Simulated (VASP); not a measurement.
Pd, 1 atom in the cell. It takes space group Im-3m (No. 229, cubic). The conventional cell has a = 3.090 Å, b = 3.090 Å, c = 3.090 Å, α = 90.00°, β = 90.00°, γ = 90.00°. Within 3.5 Å of Pd (site symmetry m-3m) lie 14 Pd at 2.68 to 3.09 Å. 

| Quantity | Value |
| --- | --- |
| Program | VASP 6.6.1 |
| Task | relaxation of cell and atoms |
| Functional | LDA |
| Potentials or basis | VASP PAW LDA potentials, release 64 (Pd) |
| Cutoff | 600 eV |
| k mesh | 10 × 10 × 10 |
| Occupations | methfessel-paxton, width 0.1 eV |
| Spin | no spin polarisation |
| Dipole correction | no |
| Further INCAR settings | ALGO = Normal; EDIFF = 1e-07; IBRION = 2; EDIFFG = -0.01; NSW = 80; ISIF = 3 |

Potentials or basis: VASP PAW LDA potentials, release 64 (Pd).

Command:

```console
$ cat potpaw_LDA.64/Pd/POTCAR > POTCAR
$ mpirun -np 1 vasp_std > vasp.out
```

Hardware: 1 thread of Intel(R) Xeon(R) Platinum 8124M CPU @ 3.00GHz (Skylake/Cascade Lake) (shared host).

Problem. Estimate the wall time of this run.

Solution. Run time: 13 s on 1 thread of Intel(R) Xeon(R) Platinum 8124M CPU @ 3.00GHz (Skylake/Cascade Lake) (shared host), peak memory 0.14 GiB. Counts: scf iterations 31, k points 47, ion steps 4.
